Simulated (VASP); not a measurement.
# MgO: elastic constants with PBEsol

MgO:

```
CELL_PARAMETERS angstrom
0.00000 2.05120 2.05120
2.05120 0.00000 2.05120
2.05120 2.05120 0.00000
ATOMIC_POSITIONS crystal
Mg 0.00000 0.00000 0.00000
O 0.50000 0.50000 0.50000
```

```json
{"Program": "VASP 6.6.1", "Task": "elastic constants", "Functional": "PBEsol", "Potentials or basis": "VASP PAW PBE potentials, release 64 (Mg, O)", "Cutoff": "600 eV", "k mesh": "10 × 10 × 10", "Occupations": "gaussian, width 0.01 eV", "Spin": "no spin polarisation", "Dipole correction": "no", "Ions in elastic constants": "relaxed", "Further INCAR settings": "ALGO = Normal; EDIFF = 1e-08; IBRION = 6; POTIM = 0.015; NSW = 1; ISIF = 3"}
```

```yaml
Elastic_constants_C11_C12_C44: 415, 99, 159 GPa
Voigt_bulk_modulus: 204 GPa
Highest_phonon_frequency_at_Γ_LO-TO_splitting_left_out: 467 cm⁻¹
```

Phonon frequencies in cm⁻¹ (negative: imaginary):
```tsv
q point	frequencies
(0.000, 0.000, 0.000)	0 0 0 467 467 467
```

Elastic tensor in Voigt notation (GPa, in the Cartesian axes of the cell as first typed):
```
415  99  99   0   0   0
 99 415  99   0   0   0
 99  99 415   0   0   0
  0   0   0 159   0   0
  0   0   0   0 159   0
  0   0   0   0   0 159
```

Clamped-ion elastic tensor (GPa):
```
415  99  99   0   0   0
 99 415  99   0   0   0
 99  99 415   0   0   0
  0   0   0 159   0   0
  0   0   0   0 159   0
  0   0   0   0   0 159
```

It took 4.4 min on 1 thread of AMD EPYC 9R45 (Zen 5), with other jobs on the host, peak memory 0.21 GiB.

Caveat: the cell is under stress, which shifts elastic constants; the PAW data sets were made with another functional, which shifts forces and pressure a little.
